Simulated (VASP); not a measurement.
Runs of VASP 6.6.1 on MgI2. The structure is that of space group P-3m1 (No. 164), or close to it. The cells are those of the table. 

```csv
task,cell,gap on the mesh (eV),pressure (GPa),largest force (eV/Å)
electric field gradients,"a = 4.069, b = 4.069, c = 6.722 Å, angles 90.0, 90.0, 120.0°, 3 atoms",3.48,1.9,0.28
single point,"a = 4.195, b = 4.195, c = 6.862 Å, angles 90.0, 90.0, 120.0°, 3 atoms",(b),-0.8,(c)
single point,"a = 4.208, b = 4.208, c = 6.952 Å, angles 90.0, 90.0, 120.0°, 3 atoms",3.42,-1.3,0.22
single point,"a = 4.154, b = 4.154, c = 6.999 Å, angles 90.0, 90.0, 120.0°, 3 atoms",(a),-0.8,0.18
```

Alike in all rows: level PBEsol; potentials or basis VASP PAW PBE potentials, release 64 (Mg, I); no spin polarisation; k mesh 7 × 7 × 4; cutoff (eV) 520; smearing fermi-dirac 0.03 eV.

Estimate the missing entries.

(a) 3.50; (b) 3.40; (c) 0.11.

Caveats: the PAW data sets were made with another functional, which shifts forces and pressure a little; spin-orbit coupling is left out, which moves the levels of the heavy elements; this functional lacks dispersion, which binds the layers, so the pressure and a relaxed spacing across them are unreliable.

A k mesh can miss the band edges, and the runs leave out spin-orbit coupling on I.
